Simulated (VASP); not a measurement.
# Pb (P2_1/m) in VASP: a series of runs

Runs on Pb. Level: PBE. Tasks: electric field gradients.

Program: VASP 6.6.1. These are calculated values, not measurements. Logs are shortened: lines on timing, memory, paths and dates and some standing lists are left out, and cuts for length are marked.

## Step 1: The cell of the first run

Symmetry: P2_1/m, No. 11, monoclinic system. The conventional cell has a = 3.480 Å, b = 5.590 Å, c = 3.480 Å, α = 90.00°, β = 120.00°, γ = 90.00°. Pb (site symmetry m) has 12 Pb at 3.35 to 3.55 Å within 4.4 Å.

## Step 2: Electric field gradients, PBE (atom 2 (Pb) moved by [0.2, 0.0, 0.0] A)

The input, INCAR:

```
SYSTEM = Pb
ALGO = Normal ; EDIFF = 1E-8
ENCUT = 520 ; GGA = PE
ISIF = 2 ; ISMEAR = -1
LASPH = .True. ; LCHARG = .False.
LEFG = .True. ; LREAL = .False.
LWAVE = .False. ; NBANDS = 21
NELM = 100 ; PREC = Accurate
SIGMA = 0.08
```

The input, KPOINTS:

```
k-points
0
Gamma
  14 14 8
  0 0 0
```

The input, POSCAR:

```
Pb
1.0
    3.4800006906      0.0000000000      0.0000000000
   -1.7400003453      3.0137690032      0.0000000000
    0.0000000000      0.0000000000      5.5900000000
Pb
2
Direct
    0.3333333333      0.6666666667      0.2500000000
    0.7241379197      0.3333333333      0.7500000000
```

Potentials or basis: VASP PAW PBE potentials, release 64 (Pb_d).

Launch:

```console
cat potpaw_PBE.64/Pb_d/POTCAR > POTCAR
mpirun -np 1 vasp_std > vasp.out
```

OUTCAR:

```text
SYSTEM = Pb
   EDIFF = 1E-8
   ENCUT = 520
   GGA = PE
   ISIF = 2
   ISMEAR = -1
   LASPH = .True.
   LREAL = .False.
   NELM = 100
   PREC = Accurate

 ion  position               nearest neighbor table
   1  0.333  0.667  0.250-   2 3.35   2 3.35   2 3.45   2 3.45   2 3.55   2 3.55
   2  0.724  0.333  0.750-   1 3.35   1 3.35   1 3.45   1 3.45   1 3.55   1 3.55

  LATTYP: Found a hexagonal cell.
 ALAT       =     3.4800006906
 C/A-ratio  =     1.6063215203

  Lattice vectors:

 A1 = (   3.4800006906,   0.0000000000,   0.0000000000)
 A2 = (  -1.7400003453,   3.0137690032,   0.0000000000)
 A3 = (   0.0000000000,   0.0000000000,   5.5900000000)

Analysis of symmetry for initial positions (statically):
=====================================================================
 Subroutine PRICEL returns:
 Original cell was already a primitive cell.

 Routine SETGRP: Setting up the symmetry group for a
 hexagonal supercell.

 Subroutine GETGRP returns: Found  4 space group operations
 (whereof  1 operations were pure point group operations)
 out of a pool of 24 trial point group operations.

The static configuration has the point symmetry C_1 .
 The point group associated with its full space group is C_2h.

Analysis of symmetry for dynamics (positions and initial velocities):
=====================================================================
 Subroutine PRICEL returns:
 Original cell was already a primitive cell.

 Routine SETGRP: Setting up the symmetry group for a
 hexagonal supercell.

 Subroutine GETGRP returns: Found  4 space group operations
 (whereof  1 operations were pure point group operations)
 out of a pool of 24 trial point group operations.

The dynamic configuration has the point symmetry C_1 .
 The point group associated with its full space group is C_2h.

 Subroutine INISYM returns: Found  4 space group operations
 (whereof  1 operations are pure point group operations),
 and found     1 'primitive' translations

----------------------------------------------------------------------------------------

                                     Primitive cell

  volume of cell :      58.6275

  direct lattice vectors                    reciprocal lattice vectors
     3.480000691  0.000000000  0.000000000     0.287356265  0.165905217  0.000000000
    -1.740000345  3.013769003  0.000000000     0.000000000  0.331810434  0.000000000
     0.000000000  0.000000000  5.590000000     0.000000000  0.000000000  0.178890877

  length of vectors
     3.480000691  3.480000691  5.590000000     0.331810434  0.331810434  0.178890877

  position of ions in fractional coordinates (direct lattice)
     0.333333333  0.666666667  0.250000000
     0.724137920  0.333333333  0.750000000

  ion indices of the primitive-cell ions
   primitive index   ion index
                 1           1
                 2           2

----------------------------------------------------------------------------------------

 KPOINTS: k-points

Automatic generation of k-mesh.
 Grid dimensions read from file:
 generate k-points for:   14   14    8

 Generating k-lattice:

  Cartesian coordinates                     Fractional coordinates (reciprocal lattice)
     0.020525447  0.011850373  0.000000000     0.071428571 -0.000000000  0.000000000
     0.000000000  0.023700745  0.000000000     0.000000000  0.071428571  0.000000000
     0.000000000  0.000000000  0.022361360     0.000000000  0.000000000  0.125000000

  Length of vectors
     0.023700745  0.023700745  0.022361360

  Shift w.r.t. Gamma in fractional coordinates (k-lattice)
     0.000000000  0.000000000  0.000000000

 Subroutine IBZKPT returns following result:
 ===========================================

 Found    500 irreducible k-points:

 Following reciprocal coordinates:
            Coordinates               Weight
  0.000000  0.000000  0.000000      1.000000
  0.071429  0.000000  0.000000      2.000000
  0.000000  0.071429  0.000000      2.000000
 -0.071429  0.071429  0.000000      2.000000
  0.142857  0.000000  0.000000      2.000000
  0.000000  0.142857  0.000000      2.000000
[... 16 lines left out ...]
  0.071429  0.071429  0.000000      2.000000
 -0.071429  0.142857  0.000000      2.000000
 [... further k-points ...]
   k-points           NKPTS =    500   k-points in BZ     NKDIM =    500   number of bands    NBANDS=     21
   number of dos      NEDOS =    301   number of ions     NIONS =      2
   total plane-waves  NPLWV =  32928
   dimension x,y,z NGX =    28 NGY =   28 NGZ =   42
   dimension x,y,z NGXF=    56 NGYF=   56 NGZF=   84
   ions per type =               2
   NGX,Y,Z   is equivalent  to a cutoff of  13.38, 13.38, 12.49 a.u.
   NGXF,Y,Z  is equivalent  to a cutoff of  26.75, 26.75, 24.98 a.u.
 SYSTEM =  Pb
   PREC   = accura    normal or accurate (medium, high low for compatibility)
   ISTART =      0    job   : 0-new  1-cont  2-samecut
   ICHARG =      2    charge: 1-file 2-atom 10-const
   ISPIN  =      1    spin polarized calculation?
   LNONCOLLINEAR =      F non collinear calculations
   LSORBIT =      F    spin-orbit coupling
   LASPH  =      T    aspherical Exc in radial PAW
   ENCUT  =  520.0 eV  38.22 Ry    6.18 a.u.   6.47  6.47 10.39*2*pi/ulx,y,z
   NELM   =    100;   NELMIN=  2; NELMDL= -5     # of ELM steps
   EDIFF  = 0.1E-07   stopping-criterion for ELM
   LREAL  =      F    real-space projection
   EDIFFG = 0.1E-06   stopping-criterion for IOM
   NSW    =      0    number of steps for IOM
   IBRION =     -1    ionic relax: 0-MD 1-quasi-New 2-CG
   NFREE  =      0    steps in history (QN), initial steepest desc. (CG)
   ISIF   =      2    stress and relaxation
   ISYM   =      2    0-nonsym 1-usesym 2-fastsym
   POTIM  = 0.5000    time-step for ionic-motion
   TEBEG  =    0.0;   TEEND  =   0.0 temperature during run
   PSTRESS=    0.0 pullay stress
   NELECT =      28.0000    total number of electrons
   NUPDOWN=      -1.0000    fix difference up-down
   EMIN   =  10.00;   EMAX   =-10.00  energy-range for DOS
   EFERMI =   0.00;   METHOD = LEGACY
   ISMEAR =    -1;   SIGMA  =   0.08  broadening in eV -4-tet -1-fermi 0-gaus
   EFERMI_NEDOS =   21; number of points for ismear=-14 and -15
   IALGO  =     38    algorithm
   IMIX   =      4    mixing-type and parameters
     AMIX     =   0.40;   BMIX     =  1.00
     AMIX_MAG =   1.60;   BMIX_MAG =  1.00
  volume/ion in A,a.u.               =      29.31       197.82
  Fermi-wavevector in a.u.,A,eV,Ry     =   1.279658  2.418202 22.279864  1.637524
  Thomas-Fermi vector in A             =   2.412130
   LORBIT       =      0    0 simple, 1 ext, 2 COOP (PROOUT), +10 PAW based schemes
   GGA     = PE    functional components
   LHFCALC =     F    Hartree Fock is set to
   AEXX    =    0.0000 exact exchange contribution
   IVDW    =     0    specifies the selected vdW correction
   LEPSILON=     F    determine dielectric tensor
   LRPA    =     F    only Hartree local field effects (RPA)
 non-spin polarized calculation
  energy-cutoff  :      520.00
  volume of cell :       58.63
 maximum number of plane-waves:      1617
 NGX is ok and might be reduce to    28
   NGX = 13   NGY = 13   NGZ = 21

 number of electron      28.0000005 magnetization

 Free energy of the ion-electron system (eV)
  ---------------------------------------------------
  ext. energy  EPLUGINS =         0.00000000
  ---------------------------------------------------
  free energy    TOTEN  =        -7.03791709 eV

  energy without entropy =       -7.01461747  energy(sigma->0) =       -7.02626728

 E-fermi :   7.6329     XC(G=0): -10.3491

 val. band max:        7.6318542022   @ k =  -0.3571   0.5000  -0.2500
 cond. band min:       7.6387802239   @ k =   0.2857  -0.0714  -0.1250
 fundamental gap:      0.0069260218
 Fermi energy:         7.6328749297

 k-point     1 :       0.0000    0.0000    0.0000
  band No.  band energies     occupation
      1      -9.4827      2.00000
      2      -9.4498      2.00000
      3      -9.4163      2.00000
      4      -9.4003      2.00000
      5      -9.3901      2.00000
      6      -9.3888      2.00000
[... 13 lines left out ...]
     20      16.7243      0.00000
     21      19.1465      0.00000

 k-point     2 :       0.0714    0.0000    0.0000
  band No.  band energies     occupation
      1      -9.4740      2.00000
      2      -9.4552      2.00000
      3      -9.4076      2.00000
      4      -9.3941      2.00000
      5      -9.3937      2.00000
      6      -9.3770      2.00000
[... 13 lines left out ...]
     20      17.1693      0.00000
     21      18.6848      0.00000

 k-point     3 :       0.0000    0.0714    0.0000
  band No.  band energies     occupation
      1      -9.4767      2.00000
      2      -9.4503      2.00000
      3      -9.4091      2.00000
      4      -9.3956      2.00000
      5      -9.3934      2.00000
      6      -9.3813      2.00000
[... 13 lines left out ...]
     20      17.2257      0.00000
     21      18.7281      0.00000

 k-point     4 :      -0.0714    0.0714    0.0000
  band No.  band energies     occupation
      1      -9.4824      2.00000
      2      -9.4480      2.00000
      3      -9.4052      2.00000
      4      -9.3927      2.00000
      5      -9.3887      2.00000
      6      -9.3860      2.00000
[... 13 lines left out ...]
     20      17.2613      0.00000
     21      18.7647      0.00000

 k-point     5 :       0.1429    0.0000    0.0000
  band No.  band energies     occupation
      1      -9.4838      2.00000
      2      -9.4393      2.00000
      3      -9.4075      2.00000
      4      -9.3956      2.00000
      5      -9.3651      2.00000
      6      -9.3480      2.00000
[... 13 lines left out ...]
     20      18.0727      0.00000
     21      18.1482      0.00000
[... 382 lines left out ...]
     20      16.0519      0.00000
     21      17.9061      0.00000

 k-point    22 :       0.5000    0.5000    0.0000
  band No.  band energies     occupation
      1      -9.5989      2.00000
      2      -9.5012      2.00000
      3      -9.4565      2.00000
      4      -9.4522      2.00000
      5      -9.3138      2.00000
      6      -9.2819      2.00000
[... 13 lines left out ...]
     20      15.8461      0.00000
     21      17.9607      0.00000

 k-point    23 :       0.0714    0.0714    0.0000
  band No.  band energies     occupation
      1      -9.4624      2.00000
      2      -9.4612      2.00000
      3      -9.4022      2.00000
      4      -9.3940      2.00000
      5      -9.3805      2.00000
      6      -9.3669      2.00000
[... 13 lines left out ...]
     20      17.4463      0.00000
     21      18.3409      0.00000

 k-point    24 :      -0.0714    0.1429    0.0000
  band No.  band energies     occupation
      1      -9.4773      2.00000
      2      -9.4507      2.00000
      3      -9.4014      2.00000
      4      -9.3972      2.00000
      5      -9.3805      2.00000
      6      -9.3539      2.00000
[... 13 lines left out ...]
     20      17.3882      0.00000
     21      18.3817      0.00000

 [... further k-points ...]
[... 5 lines left out ...]
  --------------------------------------------------------------------------------------
  -------------------------------------------------------------------------------------
  Total        1.2150174      1.2444389      2.0219374      0.1150115      0.0000000      0.0000000
  in kB       33.2041194     34.0081539     55.2557134      3.1430460      0.0000000      0.0000000
  external PRESSURE =      40.8226623 kB  Pullay stress =       0.0000000 kB

 VOLUME and BASIS-vectors are now :
 -----------------------------------------------------------------------------
  energy-cutoff  :      520.00
  volume of cell :       58.63
      direct lattice vectors                 reciprocal lattice vectors
     3.480000691  0.000000000  0.000000000     0.287356265  0.165905217  0.000000000
    -1.740000345  3.013769003  0.000000000     0.000000000  0.331810434  0.000000000
     0.000000000  0.000000000  5.590000000     0.000000000  0.000000000  0.178890877

 POSITION                                       TOTAL-FORCE (eV/Angst)
 -----------------------------------------------------------------------------------
     -0.00000      2.00918      1.39750         0.076188      0.011005      0.000000
      1.94000      1.00459      4.19250        -0.076188     -0.011005     -0.000000
 -----------------------------------------------------------------------------------
    total drift:                                0.000018      0.000013      0.000000

  FREE ENERGIE OF THE ION-ELECTRON SYSTEM (eV)
  ---------------------------------------------------
  free  energy   TOTEN  =        -7.0379170945 eV

  energy  without entropy=       -7.0146174726  energy(sigma->0) =       -7.02626728

 Electric field gradients (V/A^2)
---------------------------------------------------------------------
 ion       V_xx      V_yy      V_zz      V_xy      V_xz      V_yz
---------------------------------------------------------------------
   1      26.342    26.496   -52.838    -3.719     0.000    -0.000
   2      26.342    26.496   -52.838    -3.719     0.000    -0.000
---------------------------------------------------------------------

 Electric field gradients after diagonalization (V/A^2)
 (convention: |V_zz| > |V_xx| > |V_yy|)
----------------------------------------------------------------------
 ion       V_xx      V_yy      V_zz     asymmetry (V_yy - V_xx)/ V_zz
----------------------------------------------------------------------
   1      30.139    22.699   -52.838       0.141
   2      30.139    22.699   -52.838       0.141
----------------------------------------------------------------------

           NMR quadrupolar parameters

 Cq : quadrupolar parameter    Cq=e*Q*V_zz/h
 eta: asymmetry parameters     (V_yy - V_xx)/ V_zz
 Q  : nuclear electric quadrupole moment in mb (millibarn)
----------------------------------------------------------------------
 ion       Cq(MHz)       eta       Q (mb)
----------------------------------------------------------------------
   1      -0.128       0.141       1.000
   2      -0.128       0.141       1.000
----------------------------------------------------------------------
```

Run time: 9 min. Hardware: 1 thread of Intel Xeon Platinum 8259CL at 2.50GHz (Skylake/Cascade Lake), shared host; peak memory 0.56 GiB.

Results:

```
Free energy                             : -7.0379 eV
Pressure                                : 4.1 GPa
Largest force                           : 0.077 eV/Å
Band gap on the k mesh                  : zero (bands 14 and 15 overlap by 7.26 eV)
Largest electric field gradient by atom : Pb -52.8 V/Å²
```

Forces on the atoms (eV/Å):
```
Pb   0.076  0.011  0.000
Pb  -0.076 -0.011  0.000
```

Electric field gradients, principal values (V/Å²):
```tsv
atom	least	middle	greatest (by size)
1 Pb	22.699	30.139	-52.838
2 Pb	22.699	30.139	-52.838
```

Caveat: the cell differs from its parent crystal (atom 2 (Pb) moved by [0.2, 0.0, 0.0] A); the cell stands under pressure; without QUAD_EFG the Cq values of the log hold for a quadrupole moment of 1 mb, not for the nuclei; spin-orbit coupling is left out, which moves the levels of the heavy elements.

(Continued in part 2 of 2.)
